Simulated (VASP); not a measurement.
Crystal: SnSe.

```xyz
2
Lattice="0.0000 3.0299 3.0299 3.0299 0.0000 3.0299 3.0299 3.0299 0.0000" Properties=species:S:1:pos:R:3 pbc="T T T"
Sn    0.0000    0.0000    0.0000
Se    3.0299    3.0299    3.0299
```

Base run:

* Program: VASP 6.6.1
* Functional: r2SCAN
* Dispersion: D4
* Potentials or basis: VASP PAW PBE potentials, release 64 (Sn_d, Se)
* Cutoff: 520 eV
* k mesh: 8 × 8 × 8
* Occupations: fermi-dirac, width 0.05 eV
* Spin: no spin polarisation

Its results: band gap on the k mesh 0.37 eV, direct; pressure -1.7 GPa.

Question: The run is repeated on the same cell with these changes: dispersion from D4 to none. What comes out?

Answer: Band gap on the k mesh 0.37 eV, direct; pressure -1.1 GPa.

Dispersion adds attraction, which lowers the pressure at fixed volume and, as a term added to the energy, leaves the levels alone.

Caveats: the PAW data sets were made with another functional, which shifts forces and pressure a little; spin-orbit coupling is left out, which moves the levels of the heavy elements.

A k mesh can miss the band edges.
